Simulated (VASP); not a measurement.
# WSe2 (P6_3/mmc) in VASP: a series of runs

WSe2 is run at these levels: PBEsol; tasks: density of states, electric field gradients.

Program: VASP 6.6.1. These are calculated values, not measurements. Logs are shortened: lines on timing, memory, paths and dates and some standing lists are left out, and cuts for length are marked.

**Experimental background.**

From “Time-resolved XUV ARPES with tunable 24–33 eV laser pulses at 30 meV resolution”, 2019, pmc:6684652, for a bulk crystal of WSe2: band gap 1.3 eV (indirect).

How close the calculation comes is told below.

**1. The cell of the first run**

Symmetry: P6_3/mmc, No. 194, hexagonal system. Conventional cell: a = 3.271 Å, b = 3.271 Å, c = 13.221 Å, α = 90.00°, β = 90.00°, γ = 120.00°. W (site symmetry -6m2) has 6 Se at 2.52 Å and 6 W at 3.27 Å within 3.3 Å. Se (site symmetry 3m) has 3 W at 2.52 Å and 6 Se at 3.27 Å within 3.3 Å.

**2. Density of states, PBEsol**

The input, POSCAR:

```
WSe2
1.0
    3.2711504077      0.0000000000      0.0000000000
   -1.6355752039      2.8328993527      0.0000000000
    0.0000000000      0.0000000000     13.2206680790
W Se
2 4
Direct
    0.3333333333      0.6666666667      0.2500000000
    0.6666666667      0.3333333333      0.7500000000
    0.3333333333      0.6666666667      0.6233861727
    0.6666666667      0.3333333333      0.1233861727
    0.3333333333      0.6666666667      0.8766138273
    0.6666666667      0.3333333333      0.3766138273
```

The input, INCAR.step1:

```
SYSTEM = WSe2
PREC = Accurate
ENCUT = 520
EDIFF = 1E-6
ISMEAR = 0
SIGMA = 0.02
LREAL = .False.
LASPH = .True.
NELM = 80
ALGO = Normal
ISIF = 2
LWAVE = .False.
LCHARG = .True.
LMAXMIX = 4
GGA = PS
NBANDS = 35
```

The input, KPOINTS.step1:

```
regular mesh
0
Gamma
  12 12 2
  0 0 0
```

The input, INCAR.step2:

```
SYSTEM = WSe2
PREC = Accurate
ENCUT = 520
EDIFF = 1E-6
ISMEAR = -5
SIGMA = 0.02
LREAL = .False.
LASPH = .True.
NELM = 80
ALGO = Normal
ISIF = 2
LWAVE = .False.
LCHARG = .False.
LMAXMIX = 4
GGA = PS
LORBIT = 11
NEDOS = 1001
ICHARG = 11
```

The input, KPOINTS.step2:

```
regular mesh
0
Gamma
  18 18 3
  0 0 0
```

Potentials or basis: VASP PAW PBE potentials, release 64 (W_sv, Se).

On the command line:

```sh
cat potpaw_PBE.64/W_sv/POTCAR potpaw_PBE.64/Se/POTCAR > POTCAR
cp INCAR.step1 INCAR
cp KPOINTS.step1 KPOINTS
mpirun -np 1 vasp_std > vasp.out
cp INCAR.step2 INCAR
cp KPOINTS.step2 KPOINTS
mpirun -np 1 vasp_std > vasp.out
```

OUTCAR:

```text
SYSTEM = WSe2
   PREC = Accurate
   ENCUT = 520
   EDIFF = 1E-6
   ISMEAR = -5
   LREAL = .False.
   LASPH = .True.
   NELM = 80
   ISIF = 2
   GGA = PS
   LORBIT = 11
   ICHARG = 11

 ion  position               nearest neighbor table
   1  0.333  0.667  0.250-   4 2.52   6 2.52   4 2.52   6 2.52   4 2.52   6 2.52
   2  0.667  0.333  0.750-   3 2.52   5 2.52   3 2.52   5 2.52   3 2.52   5 2.52
   3  0.333  0.667  0.623-   2 2.52   2 2.52   2 2.52
   4  0.667  0.333  0.123-   1 2.52   1 2.52   1 2.52
   5  0.333  0.667  0.877-   2 2.52   2 2.52   2 2.52
   6  0.667  0.333  0.377-   1 2.52   1 2.52   1 2.52

  LATTYP: Found a hexagonal cell.
 ALAT       =     3.2711504077
 C/A-ratio  =     4.0415959009

  Lattice vectors:

 A1 = (   3.2711504077,   0.0000000000,   0.0000000000)
 A2 = (  -1.6355752039,   2.8328993527,   0.0000000000)
 A3 = (   0.0000000000,   0.0000000000,  13.2206680790)

Analysis of symmetry for initial positions (statically):
=====================================================================
 Subroutine PRICEL returns:
 Original cell was already a primitive cell.

 Routine SETGRP: Setting up the symmetry group for a
 hexagonal supercell.

 Subroutine GETGRP returns: Found 24 space group operations
 (whereof 12 operations were pure point group operations)
 out of a pool of 24 trial point group operations.

The static configuration has the point symmetry D_3d.
 The point group associated with its full space group is D_6h.

Analysis of symmetry for dynamics (positions and initial velocities):
=====================================================================
 Subroutine PRICEL returns:
 Original cell was already a primitive cell.

 Routine SETGRP: Setting up the symmetry group for a
 hexagonal supercell.

 Subroutine GETGRP returns: Found 24 space group operations
 (whereof 12 operations were pure point group operations)
 out of a pool of 24 trial point group operations.

The dynamic configuration has the point symmetry D_3d.
 The point group associated with its full space group is D_6h.

 Subroutine INISYM returns: Found 24 space group operations
 (whereof 12 operations are pure point group operations),
 and found     1 'primitive' translations

----------------------------------------------------------------------------------------

                                     Primitive cell

  volume of cell :     122.5138

  direct lattice vectors                    reciprocal lattice vectors
     3.271150408  0.000000000  0.000000000     0.305702849  0.176497622  0.000000000
    -1.635575204  2.832899353  0.000000000     0.000000000  0.352995245  0.000000000
     0.000000000  0.000000000 13.220668079     0.000000000  0.000000000  0.075639143

  length of vectors
     3.271150408  3.271150408 13.220668079     0.352995245  0.352995245  0.075639143

  position of ions in fractional coordinates (direct lattice)
     0.333333333  0.666666667  0.250000000
     0.666666667  0.333333333  0.750000000
     0.333333333  0.666666667  0.623386173
     0.666666667  0.333333333  0.123386173
     0.333333333  0.666666667  0.876613827
     0.666666667  0.333333333  0.376613827

  ion indices of the primitive-cell ions
   primitive index   ion index
                 1           1
                 2           2
                 3           3
                 4           4
                 5           5
                 6           6

----------------------------------------------------------------------------------------

 KPOINTS: regular mesh

Automatic generation of k-mesh.
 Grid dimensions read from file:
 generate k-points for:   18   18    3

 Generating k-lattice:

  Cartesian coordinates                     Fractional coordinates (reciprocal lattice)
     0.016983492  0.009805423  0.000000000     0.055555556  0.000000000  0.000000000
     0.000000000  0.019610847  0.000000000     0.000000000  0.055555556  0.000000000
     0.000000000  0.000000000  0.025213048     0.000000000  0.000000000  0.333333333

  Length of vectors
     0.019610847  0.019610847  0.025213048

  Shift w.r.t. Gamma in fractional coordinates (k-lattice)
     0.000000000  0.000000000  0.000000000

 TETIRR: Found    828 inequivalent tetrahedra from     5832

 Subroutine IBZKPT returns following result:
 ===========================================

 Found     74 irreducible k-points:

 Following reciprocal coordinates:
            Coordinates               Weight
  0.000000  0.000000  0.000000      1.000000
  0.055556 -0.000000  0.000000      6.000000
  0.111111 -0.000000  0.000000      6.000000
  0.166667  0.000000  0.000000      6.000000
  0.222222  0.000000  0.000000      6.000000
  0.277778 -0.000000  0.000000      6.000000
[... 16 lines left out ...]
  0.333333  0.111111  0.000000     12.000000
  0.388889  0.111111  0.000000     12.000000
 [... further k-points ...]
   k-points           NKPTS =     74   k-points in BZ     NKDIM =     74   number of bands    NBANDS=     31
   number of dos      NEDOS =   1001   number of ions     NIONS =      6
   total plane-waves  NPLWV =  56448
   dimension x,y,z NGX =    24 NGY =   24 NGZ =   98
   dimension x,y,z NGXF=    48 NGYF=   48 NGZF=  196
   ions per type =               2   4
   NGX,Y,Z   is equivalent  to a cutoff of  12.20, 12.20, 12.32 a.u.
   NGXF,Y,Z  is equivalent  to a cutoff of  24.39, 24.39, 24.65 a.u.
 SYSTEM =  WSe2
   PREC   = accura    normal or accurate (medium, high low for compatibility)
   ISTART =      0    job   : 0-new  1-cont  2-samecut
   ICHARG =     11    charge: 1-file 2-atom 10-const
   ISPIN  =      1    spin polarized calculation?
   LNONCOLLINEAR =      F non collinear calculations
   LSORBIT =      F    spin-orbit coupling
   LASPH  =      T    aspherical Exc in radial PAW
   ENCUT  =  520.0 eV  38.22 Ry    6.18 a.u.   6.08  6.08 24.58*2*pi/ulx,y,z
   NELM   =     80;   NELMIN=  2; NELMDL=  0     # of ELM steps
   EDIFF  = 0.1E-05   stopping-criterion for ELM
   LREAL  =      F    real-space projection
   EDIFFG = 0.1E-04   stopping-criterion for IOM
   NSW    =      0    number of steps for IOM
   IBRION =     -1    ionic relax: 0-MD 1-quasi-New 2-CG
   NFREE  =      0    steps in history (QN), initial steepest desc. (CG)
   ISIF   =      2    stress and relaxation
   ISYM   =      2    0-nonsym 1-usesym 2-fastsym
   POTIM  = 0.5000    time-step for ionic-motion
   TEBEG  =    0.0;   TEEND  =   0.0 temperature during run
   PSTRESS=    0.0 pullay stress
   NELECT =      52.0000    total number of electrons
   NUPDOWN=      -1.0000    fix difference up-down
   EMIN   =  10.00;   EMAX   =-10.00  energy-range for DOS
   EFERMI =   0.00;   METHOD = LEGACY
   ISMEAR =    -5;   SIGMA  =   0.02  broadening in eV -4-tet -1-fermi 0-gaus
   EFERMI_NEDOS =   21; number of points for ismear=-14 and -15
   IALGO  =     38    algorithm
   IMIX   =      4    mixing-type and parameters
     AMIX     =   0.40;   BMIX     =  1.00
     AMIX_MAG =   1.60;   BMIX_MAG =  1.00
  volume/ion in A,a.u.               =      20.42       137.79
  Fermi-wavevector in a.u.,A,eV,Ry     =   1.230309  2.324947 20.594603  1.513661
  Thomas-Fermi vector in A             =   2.365163
   LORBIT       =     11    0 simple, 1 ext, 2 COOP (PROOUT), +10 PAW based schemes
   GGA     = PS    functional components
   LHFCALC =     F    Hartree Fock is set to
   AEXX    =    0.0000 exact exchange contribution
   IVDW    =     0    specifies the selected vdW correction
   LEPSILON=     F    determine dielectric tensor
   LRPA    =     F    only Hartree local field effects (RPA)
 non-spin polarized calculation
 Fermi weights with tetrahedron method with Bloechl corrections
  energy-cutoff  :      520.00
  volume of cell :      122.51
 maximum number of plane-waves:      3336

 number of electron      51.9999993 magnetization

 Free energy of the ion-electron system (eV)
  ---------------------------------------------------
  ext. energy  EPLUGINS =         0.00000000
  ---------------------------------------------------
  free energy    TOTEN  =       -46.55080990 eV

  energy without entropy =      -46.55080990  energy(sigma->0) =      -46.55080990

 E-fermi :   6.0308     XC(G=0): -10.8343

 val. band max:        5.9520525492   @ k =   0.0000   0.0000   0.0000
 cond. band min:       6.9895248715   @ k =   0.1667   0.1667   0.0000
 fundamental gap:      1.0374723223
 Fermi energy:         6.0308481515

 k-point     1 :       0.0000    0.0000    0.0000
  band No.  band energies     occupation
      1     -68.2206      2.00000
      2     -68.2206      2.00000
      3     -32.4856      2.00000
      4     -32.4856      2.00000
      5     -32.3363      2.00000
      6     -32.3363      2.00000
[... 23 lines left out ...]
     30       8.7965      0.00000
     31       8.8798      0.00000

 k-point     2 :       0.0556   -0.0000    0.0000
  band No.  band energies     occupation
      1     -68.2202      2.00000
      2     -68.2202      2.00000
      3     -32.4842      2.00000
      4     -32.4842      2.00000
      5     -32.3439      2.00000
      6     -32.3439      2.00000
[... 23 lines left out ...]
     30       8.7947      0.00000
     31       8.8182      0.00000

 k-point     3 :       0.1111   -0.0000    0.0000
  band No.  band energies     occupation
      1     -68.2193      2.00000
      2     -68.2192      2.00000
      3     -32.4800      2.00000
      4     -32.4800      2.00000
      5     -32.3660      2.00000
      6     -32.3660      2.00000
[... 703 lines left out ...]
     30       8.5185      0.00000
     31       8.7073      0.00000

 k-point    24 :       0.3889    0.1111    0.0000
  band No.  band energies     occupation
      1     -68.2093      2.00000
      2     -68.2093      2.00000
      3     -32.5694      2.00000
      4     -32.5694      2.00000
      5     -32.4369      2.00000
      6     -32.4369      2.00000
[... 23 lines left out ...]
     30       8.7345      0.00000
     31       8.9595      0.00000

 [... further k-points ...]
[... 5 lines left out ...]
  --------------------------------------------------------------------------------------
  -------------------------------------------------------------------------------------
  Total        0.2908396      0.2908396      0.4277167     -0.0000000     -0.0000000      0.0000000
  in kB        3.8034623      3.8034623      5.5934757     -0.0000000     -0.0000000      0.0000000
  external PRESSURE =       4.4001334 kB  Pullay stress =       0.0000000 kB

 VOLUME and BASIS-vectors are now :
 -----------------------------------------------------------------------------
  energy-cutoff  :      520.00
  volume of cell :      122.51
      direct lattice vectors                 reciprocal lattice vectors
     3.271150408  0.000000000  0.000000000     0.305702849  0.176497622  0.000000000
    -1.635575204  2.832899353  0.000000000     0.000000000  0.352995245  0.000000000
     0.000000000  0.000000000 13.220668079     0.000000000  0.000000000  0.075639143

 POSITION                                       TOTAL-FORCE (eV/Angst)
 -----------------------------------------------------------------------------------
     -0.00000      1.88860      3.30517         0.000000      0.000000      0.000000
      1.63558      0.94430      9.91550        -0.000000      0.000000      0.000000
     -0.00000      1.88860      8.24158        -0.000000     -0.000000     -0.065167
      1.63558      0.94430      1.63125        -0.000000     -0.000000     -0.065167
     -0.00000      1.88860     11.58942        -0.000000     -0.000000      0.065167
      1.63558      0.94430      4.97909        -0.000000     -0.000000      0.065167
 -----------------------------------------------------------------------------------
    total drift:                               -0.000000      0.000000     -0.000000

  FREE ENERGIE OF THE ION-ELECTRON SYSTEM (eV)
  ---------------------------------------------------
  free  energy   TOTEN  =       -46.5508098998 eV

  energy  without entropy=      -46.5508098998  energy(sigma->0) =      -46.55080990

 total charge

# of ion       s       p       d       tot
------------------------------------------
    1        2.315   6.287   3.407  12.009
    2        2.315   6.287   3.407  12.009
    3        1.476   2.347   0.073   3.896
    4        1.476   2.347   0.073   3.896
    5        1.476   2.347   0.073   3.896
    6        1.476   2.347   0.073   3.896
--------------------------------------------------
tot         10.534  21.964   7.105  39.603
```

Run time: 4.6 min. Hardware: 1 thread of Intel Xeon 6975P-C (Granite Rapids), shared host; peak memory 0.37 GiB.

Results:

```
Valence electrons inside the program's atomic spheres : W 12.01; Se 3.90
```

Caveat: the PAW data sets were made with another functional, which shifts forces and pressure a little; spin-orbit coupling is left out, which moves the levels of the heavy elements; this functional lacks dispersion, which binds the layers, so the pressure and a relaxed spacing across them are unreliable.

(Part 1 of 2 ends here.)
